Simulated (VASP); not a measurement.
# MnSb (P6_3/mmc) in VASP: further runs, part 2 of 2

VASP 6.6.1. Earlier steps stand in the parts before.

**4. Single point, PBEsol (volume scaled by 0.85)**

The input, INCAR:

```
PREC = Accurate
ENCUT = 520
EDIFF = 1E-7
ISMEAR = -1
SIGMA = 0.1
LREAL = False
LASPH = True
NELM = 100
ALGO = Normal
ISIF = 2
LWAVE = False
LCHARG = False
GGA = PS
NBANDS = 26
```

The input, KPOINTS:

```
regular mesh
0
Gamma
  9 9 6
```

The input, POSCAR:

```
MnSb
1.0
    3.9311631843      0.0000000000      0.0000000000
   -1.9655815922      3.4044871840      0.0000000000
    0.0000000000      0.0000000000      5.4752104109
Mn Sb
2 2
Direct
    0.0000000000      0.0000000000      0.0000000000
    0.0000000000      0.0000000000      0.5000000000
    0.3333333333      0.6666666667      0.2500000000
    0.6666666667      0.3333333333      0.7500000000
```

Potentials or basis: VASP PAW PBE potentials, release 64 (Mn_pv, Sb).

Launch:

```
cat potpaw_PBE.64/Mn_pv/POTCAR potpaw_PBE.64/Sb/POTCAR > POTCAR
mpirun -np 1 vasp_std > vasp.out
```

OUTCAR:

```text
PREC = Accurate
   ENCUT = 520
   EDIFF = 1E-7
   ISMEAR = -1
   LREAL = False
   LASPH = True
   NELM = 100
   ISIF = 2
   GGA = PS

 ion  position               nearest neighbor table
   1  0.000  0.000  0.000-   3 2.65   4 2.65   4 2.65   3 2.65   4 2.65   3 2.65   2 2.74   2 2.74

   2  0.000  0.000  0.500-   3 2.65   4 2.65   4 2.65   3 2.65   4 2.65   3 2.65   1 2.74   1 2.74

   3  0.333  0.667  0.250-   1 2.65   2 2.65   1 2.65   2 2.65   1 2.65   2 2.65   4 3.56   4 3.56
[... 895 lines left out ...]
     26      17.4992      0.00000

 [... further k-points ...]
[... 5 lines left out ...]
  --------------------------------------------------------------------------------------
  -------------------------------------------------------------------------------------
  Total       -2.7287556     -2.7287556     -6.8745990      0.0000000     -0.0000000      0.0000000
  in kB      -59.6625247    -59.6625247   -150.3087841      0.0000000     -0.0000000      0.0000000
  external PRESSURE =     -89.8779445 kB  Pullay stress =       0.0000000 kB

 VOLUME and BASIS-vectors are now :
 -----------------------------------------------------------------------------
  energy-cutoff  :      520.00
  volume of cell :       73.28
      direct lattice vectors                 reciprocal lattice vectors
     3.931163184  0.000000000  0.000000000     0.254377637  0.146864997  0.000000000
    -1.965581592  3.404487184  0.000000000     0.000000000  0.293729994  0.000000000
     0.000000000  0.000000000  5.475210411     0.000000000  0.000000000  0.182641383

 POSITION                                       TOTAL-FORCE (eV/Angst)
 -----------------------------------------------------------------------------------
      0.00000      0.00000      0.00000         0.000000      0.000000      0.000000
      0.00000      0.00000      2.73761         0.000000      0.000000      0.000000
     -0.00000      2.26966      1.36880        -0.000000      0.000000     -0.000000
      1.96558      1.13483      4.10641         0.000000      0.000000     -0.000000
 -----------------------------------------------------------------------------------
    total drift:                                0.000000      0.000000      0.000000

  FREE ENERGIE OF THE ION-ELECTRON SYSTEM (eV)
  ---------------------------------------------------
  free  energy   TOTEN  =       -27.6781244780 eV

  energy  without entropy=      -27.4096061444  energy(sigma->0) =      -27.54386531
```

OSZICAR:

```text
N       E                     dE             d eps       ncg     rms          rms(c)
DAV:   1     0.325637244633E+03    0.32564E+03   -0.19190E+04  2744   0.143E+03
DAV:   2    -0.127291277963E+02   -0.33837E+03   -0.32884E+03  2562   0.396E+02
DAV:   3    -0.300334841843E+02   -0.17304E+02   -0.16781E+02  2916   0.987E+01
DAV:   4    -0.304269051608E+02   -0.39342E+00   -0.39125E+00  2734   0.143E+01
DAV:   5    -0.304346617724E+02   -0.77566E-02   -0.77549E-02  2826   0.235E+00    0.172E+01
DAV:   6    -0.341210415536E+02   -0.36864E+01   -0.47247E+01  2650   0.671E+01    0.249E+01
DAV:   7    -0.277701443710E+02    0.63509E+01   -0.31844E+01  2584   0.498E+01    0.607E+00
DAV:   8    -0.277190075585E+02    0.51137E-01   -0.10405E+00  2586   0.523E+00    0.182E+00
DAV:   9    -0.276820176940E+02    0.36990E-01   -0.78152E-02  2694   0.251E+00    0.632E-01
DAV:  10    -0.276781437214E+02    0.38740E-02   -0.88257E-03  2600   0.553E-01    0.764E-02
DAV:  11    -0.276781236967E+02    0.20025E-04   -0.35221E-04  2726   0.131E-01    0.368E-02
DAV:  12    -0.276781254484E+02   -0.17517E-05   -0.23014E-05  2698   0.349E-02    0.233E-02
DAV:  13    -0.276781252138E+02    0.23463E-06   -0.13938E-06  2712   0.759E-03    0.985E-03
DAV:  14    -0.276781245801E+02    0.63367E-06   -0.39796E-07  2574   0.503E-03    0.194E-03
DAV:  15    -0.276781244501E+02    0.13003E-06   -0.65289E-08  1386   0.155E-03    0.117E-03
DAV:  16    -0.276781244780E+02   -0.27977E-07   -0.10992E-08  1334   0.824E-04
   1 F= -.27678124E+02 E0= -.27543865E+02  d E =-.268518E+00
```

Wall time 52 s (1 thread of Intel Xeon 6975P-C (Granite Rapids), shared host); peak memory 0.23 GiB.

What came out:

```
Free energy            : -27.6781 eV
Pressure               : -9.0 GPa
Band gap on the k mesh : zero (band 18 reaches 9.23 eV, above the bottom of band 19 at 8.84 eV)
```

Levels at points of the mesh, in eV from the Fermi level:
| k point | band 15 | band 16 | band 17 | band 18 | band 19 | band 20 | band 21 | band 22 |
| --- | --- | --- | --- | --- | --- | --- | --- | --- |
| (0.00, 0.00, 0.00) | -0.62 | -0.62 | 0.25 | 0.25 | 1.30 | 1.30 | 1.74 | 3.61 |
| (0.00, 0.00, 0.50) | -0.65 | -0.65 | -0.65 | -0.65 | 0.83 | 0.83 | 3.36 | 3.36 |

Caveat: the PAW data sets were made with another functional, which shifts forces and pressure a little; spin-orbit coupling is left out, which moves the levels of the heavy elements. Spin polarisation is off, so any magnetic state and its effect on volume and gap are missing.

**5. Single point, PBEsol (volume scaled by 0.9)**

The input, INCAR:

```
PREC = Accurate
ENCUT = 520
EDIFF = 1E-7
ISMEAR = -1
SIGMA = 0.1
LREAL = F
LASPH = T
NELM = 60
ALGO = Normal
ISIF = 2
LWAVE = F
LCHARG = F
GGA = PS
NBANDS = 26
```

KPOINTS is that of step 4.

The input, POSCAR:

```
MnSb
1.0
    4.0067809461      0.0000000000      0.0000000000
   -2.0033904731      3.4699740867      0.0000000000
    0.0000000000      0.0000000000      5.5805286430
Mn Sb
2 2
Direct
    0.0000000000      0.0000000000      0.0000000000
    0.0000000000      0.0000000000      0.5000000000
    0.3333333333      0.6666666667      0.2500000000
    0.6666666667      0.3333333333      0.7500000000
```

Launch:

```
cat potpaw_PBE.64/Mn_pv/POTCAR potpaw_PBE.64/Sb/POTCAR > POTCAR
mpirun -np 1 vasp_std > vasp.out
```

Wall time 52 s (1 thread of Intel Xeon 6975P-C (Granite Rapids), shared host); peak memory 0.23 GiB.

Results (log left out):

| Item | Value |
| --- | --- |
| Free energy | -27.3660 eV |
| Pressure | -14.0 GPa |
| Band gap on the k mesh | zero (band 18 reaches 8.48 eV, above the bottom of band 19 at 8.12 eV) |

Stress tensor (GPa, compression positive):
```
-11.26   0.00   0.00
  0.00 -11.26   0.00
  0.00   0.00 -19.35
```

Levels at points of the mesh, in eV from the Fermi level:
```csv
k point,band 14,band 15,band 16,band 17,band 18,band 19,band 20,band 21,band 22,band 23
"(0.00, 0.00, 0.00)",-1.11,-0.57,-0.57,0.23,0.23,1.16,1.16,1.59,3.33,3.68
"(0.00, 0.00, 0.50)",-2.01,-0.59,-0.59,-0.59,-0.59,0.65,0.65,3.10,3.10,3.10
```

Caveat: the PAW data sets were made with another functional, which shifts forces and pressure a little; spin-orbit coupling is left out, which moves the levels of the heavy elements. Spin polarisation is off, so any magnetic state and its effect on volume and gap are missing.

**6. Overview**

```csv
cell,gap on the mesh (eV),pressure (GPa)
"a = 3.720, b = 3.720, c = 5.181 Å, angles 90.0, 90.0, 120.0°, 4 atoms",none,16.7
"a = 3.853, b = 3.853, c = 5.366 Å, angles 90.0, 90.0, 120.0°, 4 atoms",none,-1.8
"a = 3.931, b = 3.931, c = 5.475 Å, angles 90.0, 90.0, 120.0°, 4 atoms",none,-9.0
"a = 4.007, b = 4.007, c = 5.581 Å, angles 90.0, 90.0, 120.0°, 4 atoms",none,-14.0
```

Alike in all rows: task single point; level PBEsol; potentials or basis VASP PAW PBE potentials, release 64 (Mn_pv, Sb); no spin polarisation; k mesh 9 × 9 × 6; cutoff (eV) 520; smearing fermi-dirac 0.1 eV.

Caveats: the PAW data sets were made with another functional, which shifts forces and pressure a little; spin-orbit coupling is left out, which moves the levels of the heavy elements.

Absolute energies hang on the potentials; compare differences alone.
